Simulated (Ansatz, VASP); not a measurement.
**Pb in VASP and in Ansatz**

```xyz
1
Lattice="0.0000 2.5933 2.3463 2.5933 0.0000 2.3463 2.5933 2.5933 0.0000" Properties=species:S:1:pos:R:3 pbc="T T T"
Pb    0.0000    0.0000    0.0000
```

Change from the starting cell: strain +0.050 along x and y, -0.050 along z, atoms carried along.

Alike in both runs: task single point; functional PBE; k mesh 16 × 16 × 16; occupations gaussian, width 0.15 eV; no spin polarisation.

|  | VASP | Ansatz |
| --- | --- | --- |
| version | VASP 6.6.1 | Ansatz 0.2.0 |
| potentials or method | VASP PAW PBE potentials, release 64 (Pb_d), cutoff 520 eV | scalar-relativistic, plane waves, PAW |
| valence electrons in the cell | 14 | 14 |

|  | VASP | Ansatz | Ansatz less VASP |
| --- | --- | --- | --- |
| gap on the k mesh at the Fermi level (eV) | none | none | - |
| pressure (GPa) | 0.6 | 0.6 | +0.01 |
| traceless stress, the component that is largest in VASP (GPa) | 0.66 | 0.66 | +0.001 |

A gap of «none» marks a metal or a gap that the smearing closes. The functional is the same, so the differences come from potentials, cutoffs and numerics.

Spin-orbit coupling is off throughout.
